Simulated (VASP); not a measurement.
# Ta (Pm-3m) in VASP: a series of runs

Ta is run at these levels: r2SCAN; tasks: single point.

Program: VASP 6.6.1. These are calculated values, not measurements. Logs are shortened: lines on timing, memory, paths and dates and some standing lists are left out, and cuts for length are marked.

### Step 1. The cell of the first run

The structure is cubic, space group Pm-3m (No. 221). The conventional cell has a = 2.719 Å, b = 2.719 Å, c = 2.719 Å, α = 90.00°, β = 90.00°, γ = 90.00°. Within 3.6 Å of Ta (site symmetry m-3m) lie 6 Ta at 2.72 Å.

### Step 2. Single point, r2SCAN

The input, POSCAR:

```
Ta
1.0
    2.7187067540      0.0000000000      0.0000000000
    0.0000000000      2.7187067540      0.0000000000
    0.0000000000      0.0000000000      2.7187067540
Ta
1
Direct
    0.0000000000      0.0000000000      0.0000000000
```

The input, INCAR.step1:

```
PREC     = Accurate       # precision mode
ENCUT    = 520            # plane-wave cutoff, eV
ISMEAR   = 1              # smearing method
SIGMA    = 0.05           # smearing width, eV
LREAL    = F              # projectors in reciprocal space
LASPH    = T              # aspherical terms in the spheres
NELM     = 100            # most SCF steps
NBANDS   = 12             # bands
GGA      = PE             # functional
ALGO     = Normal         # electronic algorithm
EDIFF    = 1E-4           # SCF threshold, eV
LWAVE    = T              # write WAVECAR
LCHARG   = F              # write CHGCAR
```

The input, INCAR.step2:

```
PREC     = Accurate       # precision mode
ENCUT    = 520            # plane-wave cutoff, eV
EDIFF    = 1E-6           # SCF threshold, eV
ISMEAR   = 1              # smearing method
SIGMA    = 0.05           # smearing width, eV
LREAL    = F              # projectors in reciprocal space
LASPH    = T              # aspherical terms in the spheres
NELM     = 100            # most SCF steps
ALGO     = Normal         # electronic algorithm
ISIF     = 2              # what is computed and relaxed
LWAVE    = F              # write WAVECAR
LCHARG   = T              # write CHGCAR
METAGGA  = R2SCAN         # meta-GGA
LMIXTAU  = T            
LELF     = T              # ELF
LVHAR    = T            
NBANDS   = 12             # bands
ISTART   = 1
```

The input, KPOINTS:

```
Automatic mesh
0
Gamma
  15 15 15
```

Potentials or basis: VASP PAW PBE potentials, release 64 (Ta_pv).

Started as:

```
$ cat potpaw_PBE.64/Ta_pv/POTCAR > POTCAR
$ cp INCAR.step1 INCAR
$ mpirun -np 1 vasp_std > vasp.out
$ cp INCAR.step2 INCAR
$ mpirun -np 1 vasp_std > vasp.out
```

OUTCAR:

```text
PREC = Accurate
   ENCUT = 520
   EDIFF = 1E-6
   ISMEAR = 1
   LREAL = F
   LASPH = T
   NELM = 100
   ISIF = 2
   METAGGA = R2SCAN
   ISTART = 1

 ion  position               nearest neighbor table
   1  0.000  0.000  0.000-

  LATTYP: Found a simple cubic cell.
 ALAT       =     2.7187067540

  Lattice vectors:

 A1 = (   2.7187067540,   0.0000000000,   0.0000000000)
 A2 = (   0.0000000000,   2.7187067540,   0.0000000000)
 A3 = (   0.0000000000,   0.0000000000,   2.7187067540)

Analysis of symmetry for initial positions (statically):
=====================================================================
 Subroutine PRICEL returns:
 Original cell was already a primitive cell.

 Routine SETGRP: Setting up the symmetry group for a
 simple cubic supercell.

 Subroutine GETGRP returns: Found 48 space group operations
 (whereof 48 operations were pure point group operations)
 out of a pool of 48 trial point group operations.

The static configuration has the point symmetry O_h .

Analysis of symmetry for dynamics (positions and initial velocities):
=====================================================================
 Subroutine PRICEL returns:
 Original cell was already a primitive cell.

 Routine SETGRP: Setting up the symmetry group for a
 simple cubic supercell.

 Subroutine GETGRP returns: Found 48 space group operations
 (whereof 48 operations were pure point group operations)
 out of a pool of 48 trial point group operations.

The dynamic configuration has the point symmetry O_h .

 Subroutine INISYM returns: Found 48 space group operations
 (whereof 48 operations are pure point group operations),
 and found     1 'primitive' translations

----------------------------------------------------------------------------------------

                                     Primitive cell

  volume of cell :      20.0950

  direct lattice vectors                    reciprocal lattice vectors
     2.718706754  0.000000000  0.000000000     0.367821943  0.000000000  0.000000000
     0.000000000  2.718706754  0.000000000     0.000000000  0.367821943  0.000000000
     0.000000000  0.000000000  2.718706754     0.000000000  0.000000000  0.367821943

  length of vectors
     2.718706754  2.718706754  2.718706754     0.367821943  0.367821943  0.367821943

  position of ions in fractional coordinates (direct lattice)
     0.000000000  0.000000000  0.000000000

  ion indices of the primitive-cell ions
   primitive index   ion index
                 1           1

----------------------------------------------------------------------------------------

 KPOINTS: Automatic mesh

Automatic generation of k-mesh.
 Grid dimensions read from file:
 generate k-points for:   15   15   15

 Generating k-lattice:

  Cartesian coordinates                     Fractional coordinates (reciprocal lattice)
     0.024521463  0.000000000  0.000000000     0.066666667  0.000000000  0.000000000
     0.000000000  0.024521463  0.000000000     0.000000000  0.066666667  0.000000000
     0.000000000  0.000000000  0.024521463     0.000000000  0.000000000  0.066666667

  Length of vectors
     0.024521463  0.024521463  0.024521463

  Shift w.r.t. Gamma in fractional coordinates (k-lattice)
     0.000000000  0.000000000  0.000000000

 Subroutine IBZKPT returns following result:
 ===========================================

 Found    120 irreducible k-points:

 Following reciprocal coordinates:
            Coordinates               Weight
  0.000000  0.000000  0.000000      1.000000
  0.066667  0.000000  0.000000      6.000000
  0.133333  0.000000  0.000000      6.000000
  0.200000  0.000000  0.000000      6.000000
  0.266667  0.000000  0.000000      6.000000
  0.333333  0.000000  0.000000      6.000000
[... 16 lines left out ...]
  0.266667  0.200000  0.000000     24.000000
  0.333333  0.200000  0.000000     24.000000
 [... further k-points ...]
   k-points           NKPTS =    120   k-points in BZ     NKDIM =    120   number of bands    NBANDS=     12
   number of dos      NEDOS =    301   number of ions     NIONS =      1
   total plane-waves  NPLWV =   8000
   dimension x,y,z NGX =    20 NGY =   20 NGZ =   20
   dimension x,y,z NGXF=    40 NGYF=   40 NGZF=   40
   ions per type =               1
   NGX,Y,Z   is equivalent  to a cutoff of  12.23, 12.23, 12.23 a.u.
   NGXF,Y,Z  is equivalent  to a cutoff of  24.46, 24.46, 24.46 a.u.
 SYSTEM =  unknown system
   PREC   = accura    normal or accurate (medium, high low for compatibility)
   ISTART =      1    job   : 0-new  1-cont  2-samecut
   ICHARG =      0    charge: 1-file 2-atom 10-const
   ISPIN  =      1    spin polarized calculation?
   LNONCOLLINEAR =      F non collinear calculations
   LSORBIT =      F    spin-orbit coupling
   LASPH  =      T    aspherical Exc in radial PAW
   ENCUT  =  520.0 eV  38.22 Ry    6.18 a.u.   5.05  5.05  5.05*2*pi/ulx,y,z
   NELM   =    100;   NELMIN=  2; NELMDL=  0     # of ELM steps
   EDIFF  = 0.1E-05   stopping-criterion for ELM
   LREAL  =      F    real-space projection
   EDIFFG = 0.1E-04   stopping-criterion for IOM
   NSW    =      0    number of steps for IOM
   IBRION =     -1    ionic relax: 0-MD 1-quasi-New 2-CG
   NFREE  =      0    steps in history (QN), initial steepest desc. (CG)
   ISIF   =      2    stress and relaxation
   ISYM   =      2    0-nonsym 1-usesym 2-fastsym
   POTIM  = 0.5000    time-step for ionic-motion
   TEBEG  =    0.0;   TEEND  =   0.0 temperature during run
   PSTRESS=    0.0 pullay stress
   NELECT =      11.0000    total number of electrons
   NUPDOWN=      -1.0000    fix difference up-down
   EMIN   =  10.00;   EMAX   =-10.00  energy-range for DOS
   EFERMI =   0.00;   METHOD = LEGACY
   ISMEAR =     1;   SIGMA  =   0.05  broadening in eV -4-tet -1-fermi 0-gaus
   EFERMI_NEDOS =   21; number of points for ismear=-14 and -15
   IALGO  =     38    algorithm
   IMIX   =      4    mixing-type and parameters
     AMIX     =   0.40;   BMIX     =  1.00
     AMIX_MAG =   1.60;   BMIX_MAG =  1.00
  volume/ion in A,a.u.               =      20.09       135.61
  Fermi-wavevector in a.u.,A,eV,Ry     =   1.339194  2.530709 24.401225  1.793439
  Thomas-Fermi vector in A             =   2.467605
   LORBIT       =      0    0 simple, 1 ext, 2 COOP (PROOUT), +10 PAW based schemes
   METAGGA = R2SCAN    functional components
   LHFCALC =     F    Hartree Fock is set to
   AEXX    =    0.0000 exact exchange contribution
   IVDW    =     0    specifies the selected vdW correction
   LEPSILON=     F    determine dielectric tensor
   LRPA    =     F    only Hartree local field effects (RPA)
 non-spin polarized calculation
 Methfessel and Paxton  Order N= 1 SIGMA  =   0.05
  energy-cutoff  :      520.00
  volume of cell :       20.09
 maximum number of plane-waves:       554
   NGX = 11   NGY = 11   NGZ = 11

 number of electron      11.0000006 magnetization

 Free energy of the ion-electron system (eV)
  ---------------------------------------------------
  ext. energy  EPLUGINS =         0.00000000
  ---------------------------------------------------
  free energy    TOTEN  =       -47.38658709 eV

  energy without entropy =      -47.38661115  energy(sigma->0) =      -47.38659511

 E-fermi :   4.4869     XC(G=0): -12.9976

 val. band max:        4.4501123519   @ k =   0.4667   0.2000   0.1333
 cond. band min:       4.4979669776   @ k =   0.3333   0.2667   0.2667
 fundamental gap:      0.0478546257
 Fermi energy:         4.4868566378

 k-point     1 :       0.0000    0.0000    0.0000
  band No.  band energies     occupation
      1     -29.9231      2.00000
      2     -29.9231      2.00000
      3     -29.9231      2.00000
      4      -3.2080      2.00000
      5       1.6266      2.00000
      6       1.6266      2.00000
      7      11.2848      0.00000
      8      11.2848      0.00000
      9      11.2848      0.00000
     10      16.7080      0.00000
     11      20.2495      0.00000
     12      20.2495      0.00000

 k-point     2 :       0.0667    0.0000    0.0000
  band No.  band energies     occupation
      1     -29.9868      2.00000
      2     -29.9179      2.00000
      3     -29.9179      2.00000
      4      -3.0624      2.00000
      5       1.6664      2.00000
      6       1.7758      2.00000
      7      11.0201      0.00000
      8      11.0202      0.00000
      9      11.3020      0.00000
     10      16.7079      0.00000
     11      19.4119      0.00000
     12      20.5860      0.00000

 k-point     3 :       0.1333    0.0000    0.0000
  band No.  band energies     occupation
      1     -30.1641      2.00000
      2     -29.9032      2.00000
      3     -29.9032      2.00000
      4      -2.6527      2.00000
      5       1.7810      2.00000
      6       2.2102      2.00000
      7      10.3564      0.00000
      8      10.3564      0.00000
      9      11.3509      0.00000
     10      16.7079      0.00000
     11      17.8025      0.00000
     12      21.4566      0.00000

 k-point     4 :       0.2000    0.0000    0.0000
  band No.  band energies     occupation
      1     -30.4179      2.00000
      2     -29.8816      2.00000
      3     -29.8816      2.00000
      4      -2.0476      2.00000
      5       1.9561      2.00000
      6       2.8716      2.00000
      7       9.5332      0.00000
      8       9.5333      0.00000
      9      11.4238      0.00000
     10      16.2417      0.00000
     11      16.7086      0.00000
     12      22.6022      0.00000

 k-point     5 :       0.2667    0.0000    0.0000
  band No.  band energies     occupation
      1     -30.6993      2.00000
      2     -29.8566      2.00000
      3     -29.8566      2.00000
      4      -1.3307      2.00000
      5       2.1673      2.00000
      6       3.6136      2.00000
      7       8.7333      0.00000
      8       8.7333      0.00000
      9      11.5089      0.00000
     10      15.0817      0.00000
     11      16.7082      0.00000
     12      22.0536      0.00000
[... 228 lines left out ...]
      1     -31.2317      2.00000
      2     -30.0313      2.00000
      3     -29.7846      2.00000
      4       1.1214      2.00000
      5       3.1958      2.00000
      6       3.4769      2.00000
      7       7.4740      0.00000
      8       7.9387      0.00000
      9      10.9248      0.00000
     10      15.2524      0.00000
     11      16.7086      0.00000
     12      20.5127      0.00000

 k-point    22 :       0.2000    0.2000    0.0000
  band No.  band energies     occupation
      1     -30.3876      2.00000
      2     -30.3471      2.00000
      3     -29.8408      2.00000
      4      -0.9251      2.00000
      5       2.6845      2.00000
      6       3.7094      2.00000
      7       7.5906      0.00000
      8       9.5069      0.00000
      9      10.0261      0.00000
     10      16.7077      0.00000
     11      18.0433      0.00000
     12      18.3375      0.00000

 k-point    23 :       0.2667    0.2000    0.0000
  band No.  band energies     occupation
      1     -30.6454      2.00000
      2     -30.3355      2.00000
      3     -29.8163      2.00000
      4      -0.2643      2.00000
      5       2.8937      2.00000
      6       4.3376      2.00020
      7       7.0476      0.00000
      8       8.9232      0.00000
      9       9.9664      0.00000
     10      16.6997      0.00000
     11      16.7362      0.00000
     12      19.1292      0.00000

 k-point    24 :       0.3333    0.2000    0.0000
  band No.  band energies     occupation
      1     -30.9002      2.00000
      2     -30.3070      2.00000
      3     -29.7927      2.00000
      4       0.4176      2.00000
      5       2.9878      2.00000
      6       4.5005      0.55728
      7       7.2749      0.00000
      8       8.3042      0.00000
      9      10.0599      0.00000
     10      15.7256      0.00000
     11      16.7084      0.00000
     12      20.0059      0.00000

 [... further k-points ...]
[... 5 lines left out ...]
  --------------------------------------------------------------------------------------
  -------------------------------------------------------------------------------------
  Total        0.3687323      0.3687323      0.3687323      0.0000000     -0.0000000     -0.0000000
  in kB       29.3991454     29.3991454     29.3991454      0.0000000     -0.0000000     -0.0000000
  external PRESSURE =      29.3991454 kB  Pullay stress =       0.0000000 kB

 VOLUME and BASIS-vectors are now :
 -----------------------------------------------------------------------------
  energy-cutoff  :      520.00
  volume of cell :       20.09
      direct lattice vectors                 reciprocal lattice vectors
     2.718706754  0.000000000  0.000000000     0.367821943  0.000000000  0.000000000
     0.000000000  2.718706754  0.000000000     0.000000000  0.367821943  0.000000000
     0.000000000  0.000000000  2.718706754     0.000000000  0.000000000  0.367821943

 POSITION                                       TOTAL-FORCE (eV/Angst)
 -----------------------------------------------------------------------------------
      0.00000      0.00000      0.00000         0.000000      0.000000      0.000000
 -----------------------------------------------------------------------------------
    total drift:                                0.000000      0.000000      0.000000

  FREE ENERGIE OF THE ION-ELECTRON SYSTEM (eV)
  ---------------------------------------------------
  free  energy   TOTEN  =       -47.3865870878 eV

  energy  without entropy=      -47.3866111525  energy(sigma->0) =      -47.38659511
```

It took 37 s on 1 thread of Intel Xeon 6975P-C, shared host; peak memory 0.15 GiB.

What came out:

| Quantity | Value |
| --- | --- |
| Free energy | -47.3866 eV |
| Pressure | 2.9 GPa |

Caveat: the PAW data sets were made with another functional, which shifts forces and pressure a little; spin-orbit coupling is left out, which moves the levels of the heavy elements.

### Step 3. Single point, r2SCAN

This run uses another cell than the first one, of 20.40 Å³/atom, 1.015 times its volume.

The input, POSCAR:

```
Ta
1.0
    2.7324378291      0.0000000000      0.0000000000
    0.0000000000      2.7324378291      0.0000000000
    0.0000000000      0.0000000000      2.7324378291
Ta
1
Direct
    0.0000000000      0.0000000000      0.0000000000
```

The input, INCAR.step1:

```
ALGO = Normal ; EDIFF = 1E-4
ENCUT = 520 ; GGA = PE
ISMEAR = 1 ; LASPH = T
LCHARG = F ; LREAL = F
LWAVE = T ; NBANDS = 12
NELM = 100 ; PREC = Accurate
SIGMA = 0.05
```

The input, INCAR.step2:

```
ALGO = Normal ; EDIFF = 1E-6
ENCUT = 520 ; ISIF = 2
ISMEAR = 1 ; ISTART = 1
LASPH = T ; LCHARG = F
LMIXTAU = T ; LREAL = F
LWAVE = F ; METAGGA = R2SCAN
NBANDS = 12 ; NELM = 100
PREC = Accurate ; SIGMA = 0.05
```

The input, KPOINTS:

```
k-points
0
Gamma
  15 15 15
```

Potentials or basis: VASP PAW PBE potentials, release 64 (Ta_pv).

Started as:

```
$ cat potpaw_PBE.64/Ta_pv/POTCAR > POTCAR
$ cp INCAR.step1 INCAR
$ mpirun -np 1 vasp_std > vasp.out
$ cp INCAR.step2 INCAR
$ mpirun -np 1 vasp_std > vasp.out
```

It took 43 s on 1 thread of Intel Xeon 6975P-C, shared host; peak memory 0.15 GiB.

It converged, with:

```yaml
Free_energy: -47.3899 eV
Pressure: 0.5 GPa
```

Levels at points of the mesh, in eV from the Fermi level:
| k point | band 4 | band 5 | band 6 | band 7 | band 8 | band 9 |
| --- | --- | --- | --- | --- | --- | --- |
| (0.00, 0.00, 0.00) | -7.63 | -2.80 | -2.80 | 6.69 | 6.69 | 6.69 |

Caveat: the PAW data sets were made with another functional, which shifts forces and pressure a little; spin-orbit coupling is left out, which moves the levels of the heavy elements.
